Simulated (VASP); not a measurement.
# Ti (I4_1/amd) in VASP: further runs

Ti is run at these levels: PBE; tasks: single point.

All numbers are computed with VASP 6.6.1; they aren't measurements. Logs are shortened: lines on timing, memory, paths and dates and some standing lists are left out, and cuts for length are marked.

**1. The cell of the first run**

The structure is tetragonal, space group I4_1/amd (No. 141). Conventional cell: a = 3.652 Å, b = 3.652 Å, c = 2.097 Å, α = 90.00°, β = 90.00°, γ = 90.00°. Ti (site symmetry -4m2) has 10 Ti at 1.90 to 2.41 Å within 2.5 Å.

**2. Single point, PBE**

INCAR

```
  PREC = Accurate
  ENCUT = 520
  EDIFF = 1E-7
  ISMEAR = -1
  SIGMA = 0.1
  LREAL = False
  LASPH = True
  NELM = 80
  ALGO = Normal
  ISIF = 2
  LWAVE = False
  LCHARG = False
  GGA = PE
  NBANDS = 19
```

KPOINTS

```
regular mesh
0
Gamma
  15 15 15
```

POSCAR

```
Ti
1.0
   -1.8261990852      1.8261990852      1.0483493832
    1.8261990852     -1.8261990852      1.0483493832
    1.8261990852      1.8261990852     -1.0483493832
Ti
2
Direct
   -0.3750000000     -0.1250000000     -0.2500000000
    0.3750000000      0.1250000000      0.2500000000
```

Potentials or basis: VASP PAW PBE potentials, release 64 (Ti_sv).

Run with:

```sh
> cat potpaw_PBE.64/Ti_sv/POTCAR > POTCAR
> mpirun -np 1 vasp_std > vasp.out
```

OUTCAR:

```text
PREC = Accurate
   ENCUT = 520
   EDIFF = 1E-7
   ISMEAR = -1
   LREAL = False
   LASPH = True
   NELM = 80
   ISIF = 2
   GGA = PE

 ion  position               nearest neighbor table
   1  0.625  0.875  0.750-   2 1.90   2 1.90   2 1.90   2 1.90   2 2.41   2 2.41   2 2.41   2 2.41

   2  0.375  0.125  0.250-   1 1.90   1 1.90   1 1.90   1 1.90   1 2.41   1 2.41   1 2.41   1 2.41

  LATTYP: Found a body centered tetragonal cell.
 ALAT       =     3.6523981704
 C/A-ratio  =     0.5740608413

  Lattice vectors:

 A1 = (  -1.8261990852,   1.8261990852,   1.0483493832)
 A2 = (   1.8261990852,  -1.8261990852,   1.0483493832)
 A3 = (   1.8261990852,   1.8261990852,  -1.0483493832)

Analysis of symmetry for initial positions (statically):
=====================================================================
 Subroutine PRICEL returns:
 Original cell was already a primitive cell.

 Routine SETGRP: Setting up the symmetry group for a
 body centered tetragonal supercell.

 Subroutine GETGRP returns: Found 16 space group operations
 (whereof  4 operations were pure point group operations)
 out of a pool of 16 trial point group operations.

The static configuration has the point symmetry C_2h.
 The point group associated with its full space group is D_4h.

Analysis of symmetry for dynamics (positions and initial velocities):
=====================================================================
 Subroutine PRICEL returns:
 Original cell was already a primitive cell.

 Routine SETGRP: Setting up the symmetry group for a
 body centered tetragonal supercell.

 Subroutine GETGRP returns: Found 16 space group operations
 (whereof  4 operations were pure point group operations)
 out of a pool of 16 trial point group operations.

The dynamic configuration has the point symmetry C_2h.
 The point group associated with its full space group is D_4h.

 Subroutine INISYM returns: Found 16 space group operations
 (whereof  4 operations are pure point group operations),
 and found     1 'primitive' translations

----------------------------------------------------------------------------------------

                                     Primitive cell

  volume of cell :      13.9850

  direct lattice vectors                    reciprocal lattice vectors
    -1.826199085  1.826199085  1.048349383     0.000000000  0.273792712  0.476940234
     1.826199085 -1.826199085  1.048349383     0.273792712  0.000000000  0.476940234
     1.826199085  1.826199085 -1.048349383     0.273792712  0.273792712  0.000000000

  length of vectors
     2.787300240  2.787300240  2.787300240     0.549940393  0.549940393  0.387201366

  position of ions in fractional coordinates (direct lattice)
     0.625000000  0.875000000  0.750000000
     0.375000000  0.125000000  0.250000000

  ion indices of the primitive-cell ions
   primitive index   ion index
                 1           1
                 2           2

----------------------------------------------------------------------------------------

 KPOINTS: regular mesh

Automatic generation of k-mesh.
 Grid dimensions read from file:
 generate k-points for:   15   15   15

 Generating k-lattice:

  Cartesian coordinates                     Fractional coordinates (reciprocal lattice)
     0.000000000  0.018252847  0.031796016     0.066666667  0.000000000  0.000000000
     0.018252847  0.000000000  0.031796016     0.000000000  0.066666667  0.000000000
     0.018252847  0.018252847  0.000000000     0.000000000  0.000000000  0.066666667

  Length of vectors
     0.036662693  0.036662693  0.025813424

  Shift w.r.t. Gamma in fractional coordinates (k-lattice)
     0.000000000  0.000000000  0.000000000

 Subroutine IBZKPT returns following result:
 ===========================================

 Found    288 irreducible k-points:

 Following reciprocal coordinates:
            Coordinates               Weight
  0.000000  0.000000  0.000000      1.000000
  0.066667  0.000000  0.000000      8.000000
  0.133333  0.000000 -0.000000      8.000000
  0.200000  0.000000 -0.000000      8.000000
  0.266667  0.000000 -0.000000      8.000000
  0.333333  0.000000  0.000000      8.000000
[... 16 lines left out ...]
  0.133333  0.133333 -0.000000      8.000000
  0.200000  0.133333 -0.000000     16.000000
 [... further k-points ...]
   k-points           NKPTS =    288   k-points in BZ     NKDIM =    288   number of bands    NBANDS=     19
   number of dos      NEDOS =    301   number of ions     NIONS =      2
   total plane-waves  NPLWV =  13824
   dimension x,y,z NGX =    24 NGY =   24 NGZ =   24
   dimension x,y,z NGXF=    48 NGYF=   48 NGZF=   48
   ions per type =               2
   NGX,Y,Z   is equivalent  to a cutoff of  14.31, 14.31, 14.31 a.u.
   NGXF,Y,Z  is equivalent  to a cutoff of  28.63, 28.63, 28.63 a.u.
 SYSTEM =  unknown system
   PREC   = accura    normal or accurate (medium, high low for compatibility)
   ISTART =      0    job   : 0-new  1-cont  2-samecut
   ICHARG =      2    charge: 1-file 2-atom 10-const
   ISPIN  =      1    spin polarized calculation?
   LNONCOLLINEAR =      F non collinear calculations
   LSORBIT =      F    spin-orbit coupling
   LASPH  =      T    aspherical Exc in radial PAW
   ENCUT  =  520.0 eV  38.22 Ry    6.18 a.u.   5.18  5.18  5.18*2*pi/ulx,y,z
   NELM   =     80;   NELMIN=  2; NELMDL= -5     # of ELM steps
   EDIFF  = 0.1E-06   stopping-criterion for ELM
   LREAL  =      F    real-space projection
   EDIFFG = 0.1E-05   stopping-criterion for IOM
   NSW    =      0    number of steps for IOM
   IBRION =     -1    ionic relax: 0-MD 1-quasi-New 2-CG
   NFREE  =      0    steps in history (QN), initial steepest desc. (CG)
   ISIF   =      2    stress and relaxation
   ISYM   =      2    0-nonsym 1-usesym 2-fastsym
   POTIM  = 0.5000    time-step for ionic-motion
   TEBEG  =    0.0;   TEEND  =   0.0 temperature during run
   PSTRESS=    0.0 pullay stress
   NELECT =      24.0000    total number of electrons
   NUPDOWN=      -1.0000    fix difference up-down
   EMIN   =  10.00;   EMAX   =-10.00  energy-range for DOS
   EFERMI =   0.00;   METHOD = LEGACY
   ISMEAR =    -1;   SIGMA  =   0.10  broadening in eV -4-tet -1-fermi 0-gaus
   EFERMI_NEDOS =   21; number of points for ismear=-14 and -15
   IALGO  =     38    algorithm
   IMIX   =      4    mixing-type and parameters
     AMIX     =   0.40;   BMIX     =  1.00
     AMIX_MAG =   1.60;   BMIX_MAG =  1.00
  volume/ion in A,a.u.               =       6.99        47.19
  Fermi-wavevector in a.u.,A,eV,Ry     =   1.960008  3.703878 52.268562  3.841631
  Thomas-Fermi vector in A             =   2.985264
   LORBIT       =      0    0 simple, 1 ext, 2 COOP (PROOUT), +10 PAW based schemes
   GGA     = PE    functional components
   LHFCALC =     F    Hartree Fock is set to
   AEXX    =    0.0000 exact exchange contribution
   IVDW    =     0    specifies the selected vdW correction
   LEPSILON=     F    determine dielectric tensor
   LRPA    =     F    only Hartree local field effects (RPA)
 non-spin polarized calculation
  energy-cutoff  :      520.00
  volume of cell :       13.98
 maximum number of plane-waves:       396
 NGX is ok and might be reduce to    24

 number of electron      24.0000005 magnetization

 Free energy of the ion-electron system (eV)
  ---------------------------------------------------
  ext. energy  EPLUGINS =         0.00000000
  ---------------------------------------------------
  free energy    TOTEN  =        -1.08236792 eV

  energy without entropy =       -1.03672146  energy(sigma->0) =       -1.05954469

 E-fermi :  21.8642     XC(G=0): -16.5810

 val. band max:       21.8640920038   @ k =  -0.4667   0.4667   0.3333
 cond. band min:      21.8755007424   @ k =  -0.0667  -0.3333   0.0667
 fundamental gap:      0.0114087386
 Fermi energy:        21.8641940510

 k-point     1 :       0.0000    0.0000    0.0000
  band No.  band energies     occupation
      1     -37.2501      2.00000
      2     -32.0091      2.00000
      3     -14.0194      2.00000
      4     -14.0194      2.00000
      5      -8.0484      2.00000
      6      -7.9513      2.00000
[... 11 lines left out ...]
     18      32.2297      0.00000
     19      34.4684      0.00000

 k-point     2 :       0.0667    0.0000    0.0000
  band No.  band energies     occupation
      1     -37.1644      2.00000
      2     -32.0210      2.00000
      3     -14.0094      2.00000
      4     -13.9043      2.00000
      5      -8.3172      2.00000
      6      -8.2230      2.00000
[... 11 lines left out ...]
     18      32.1100      0.00000
     19      34.1647      0.00000

 k-point     3 :       0.1333    0.0000   -0.0000
  band No.  band energies     occupation
      1     -36.9140      2.00000
      2     -32.0566      2.00000
      3     -13.9793      2.00000
      4     -13.5854      2.00000
      5      -9.1033      2.00000
      6      -8.8823      2.00000
[... 11 lines left out ...]
     18      31.7734      0.00000
     19      33.6242      0.00000

 k-point     4 :       0.2000    0.0000   -0.0000
  band No.  band energies     occupation
      1     -36.5201      2.00000
      2     -32.1163      2.00000
      3     -13.9296      2.00000
      4     -13.1557      2.00000
      5     -10.2334      2.00000
      6      -9.6805      2.00000
[... 11 lines left out ...]
     18      31.2567      0.00000
     19      33.2848      0.00000

 k-point     5 :       0.2667    0.0000   -0.0000
  band No.  band energies     occupation
      1     -36.0210      2.00000
      2     -32.2034      2.00000
      3     -13.8640      2.00000
      4     -12.8657      2.00000
      5     -11.3819      2.00000
      6     -10.3625      2.00000
[... 11 lines left out ...]
     18      30.5341      0.00000
     19      33.0260      0.00000

 k-point     6 :       0.3333    0.0000    0.0000
  band No.  band energies     occupation
      1     -35.4767      2.00000
      2     -32.3222      2.00000
      3     -13.7922      2.00000
      4     -13.2266      2.00000
      5     -12.1591      2.00000
      6     -10.5497      2.00000
[... 11 lines left out ...]
     18      30.0752      0.00000
     19      32.6838      0.00000

 k-point     7 :       0.4000    0.0000   -0.0000
  band No.  band energies     occupation
      1     -34.9779      2.00000
      2     -32.4647      2.00000
      3     -13.9412      2.00000
      4     -13.7294      2.00000
      5     -12.6366      2.00000
      6     -10.2922      2.00000
[... 11 lines left out ...]
     18      32.1432      0.00000
     19      32.6441      0.00000

 k-point     8 :       0.4667    0.0000    0.0000
  band No.  band energies     occupation
      1     -34.6573      2.00000
      2     -32.5804      2.00000
      3     -14.3858      2.00000
      4     -13.6924      2.00000
      5     -12.9085      2.00000
      6     -10.0324      2.00000
[... 256 lines left out ...]
 k-point    20 :      -0.2000    0.0667    0.0000
  band No.  band energies     occupation
      1     -36.7780      2.00000
      2     -32.2470      2.00000
      3     -14.0227      2.00000
      4     -13.2569      2.00000
      5      -9.3701      2.00000
      6      -8.8594      2.00000
[... 11 lines left out ...]
     18      31.3356      0.00000
     19      33.0173      0.00000

 k-point    21 :      -0.1333    0.0667    0.0000
  band No.  band energies     occupation
      1     -37.0707      2.00000
      2     -32.1577      2.00000
      3     -14.0094      2.00000
      4     -13.7000      2.00000
      5      -8.5196      2.00000
      6      -8.2184      2.00000
[... 11 lines left out ...]
     18      31.7850      0.00000
     19      33.4082      0.00000

 k-point    22 :      -0.0667    0.0667    0.0000
  band No.  band energies     occupation
      1     -37.2028      2.00000
      2     -32.0795      2.00000
      3     -13.9683      2.00000
      4     -13.9662      2.00000
      5      -8.1544      2.00000
      6      -7.9466      2.00000
[... 11 lines left out ...]
     18      32.0593      0.00000
     19      33.9811      0.00000

 k-point    23 :       0.1333    0.1333   -0.0000
  band No.  band energies     occupation
      1     -36.1794      2.00000
      2     -32.0035      2.00000
      3     -13.5259      2.00000
      4     -13.3762      2.00000
      5     -11.0430      2.00000
      6     -10.7052      2.00000
[... 11 lines left out ...]
     18      31.0633      0.00000
     19      33.3241      0.00000

 k-point    24 :       0.2000    0.1333   -0.0000
  band No.  band energies     occupation
      1     -35.6799      2.00000
      2     -32.0819      2.00000
      3     -13.6865      2.00000
      4     -13.1732      2.00000
      5     -11.7987      2.00000
      6     -11.4038      2.00000
[... 11 lines left out ...]
     18      30.3833      0.00000
     19      33.1969      0.00000

 [... further k-points ...]

------------------------ aborting loop because EDIFF is reached ----------------------------------------

  FORCE on cell =-STRESS in cart. coord.  units (eV):
  Direction    XX          YY          ZZ          XY          YZ          ZX
  --------------------------------------------------------------------------------------
  -------------------------------------------------------------------------------------
  Total       39.7597777     39.7597777     37.8008761      0.0000000      0.0000000      0.0000000
  in kB     4555.0406012   4555.0406012   4330.6209353      0.0000000      0.0000000      0.0000000
  external PRESSURE =    4480.2340459 kB  Pullay stress =       0.0000000 kB

 VOLUME and BASIS-vectors are now :
 -----------------------------------------------------------------------------
  energy-cutoff  :      520.00
  volume of cell :       13.98
      direct lattice vectors                 reciprocal lattice vectors
    -1.826199085  1.826199085  1.048349383     0.000000000  0.273792712  0.476940234
     1.826199085 -1.826199085  1.048349383     0.273792712  0.000000000  0.476940234
     1.826199085  1.826199085 -1.048349383     0.273792712  0.273792712  0.000000000

 POSITION                                       TOTAL-FORCE (eV/Angst)
 -----------------------------------------------------------------------------------
      1.82620      0.91310      0.78626        -0.000000      0.000000     -0.000000
     -0.00000      0.91310      0.26209         0.000000     -0.000000      0.000000
 -----------------------------------------------------------------------------------
    total drift:                               -0.000000      0.000000      0.000000

  FREE ENERGIE OF THE ION-ELECTRON SYSTEM (eV)
  ---------------------------------------------------
  free  energy   TOTEN  =        -1.0823679215 eV

  energy  without entropy=       -1.0367214582  energy(sigma->0) =       -1.05954469
```

It took 33 s on 1 thread of Intel Xeon 6975P-C (Granite Rapids), shared host; peak memory 0.19 GiB.

Results:

- Free energy: -1.0824 eV
- Pressure: 448.0 GPa
- Band gap on the k mesh: zero (band 12 reaches 22.63 eV, above the bottom of band 13 at 20.08 eV)

Stress tensor (GPa, compression positive):
```
455.50   0.00   0.00
  0.00 455.50   0.00
  0.00   0.00 433.06
```

**3. Single point, PBE**

INCAR

```
SYSTEM = Ti
ALGO = Normal ; EDIFF = 1E-7
ENCUT = 520 ; GGA = PE
ISIF = 2 ; ISMEAR = -1
LASPH = .True. ; LCHARG = .False.
LREAL = .False. ; LWAVE = .False.
NBANDS = 19 ; NELM = 60
PREC = Accurate ; SIGMA = 0.1
```

KPOINTS

```
k-points
0
Gamma
  15 15 15
  0 0 0
```

POSCAR is that of step 2.

Potentials or basis: VASP PAW PBE potentials, release 64 (Ti_sv).

Run with:

```sh
> cat potpaw_PBE.64/Ti_sv/POTCAR > POTCAR
> mpirun -np 1 vasp_std > vasp.out
```

Run time: 34 s. Hardware: 1 thread of Intel Xeon 6975P-C (Granite Rapids), shared host; peak memory 0.19 GiB.

It converged, with:

```
Free energy            : -1.0824 eV
Pressure               : 448.0 GPa
Band gap on the k mesh : zero (band 12 reaches 22.63 eV, above the bottom of band 13 at 20.08 eV)
```

Stress tensor (GPa, compression positive):
```
455.50   0.00   0.00
  0.00 455.50   0.00
  0.00   0.00 433.06
```

Levels at points of the mesh, in eV from the Fermi level:
```
           k point  band 8  band 9  band 10  band 11  band 12  band 13  band 14  band 15  band 16  band 17
(0.00, 0.00, 0.00)  -29.03   -9.72    -4.60    -3.82    -2.36    -1.08     3.73     3.73     4.23     4.23
```

(Part 1 of 2 ends here.)
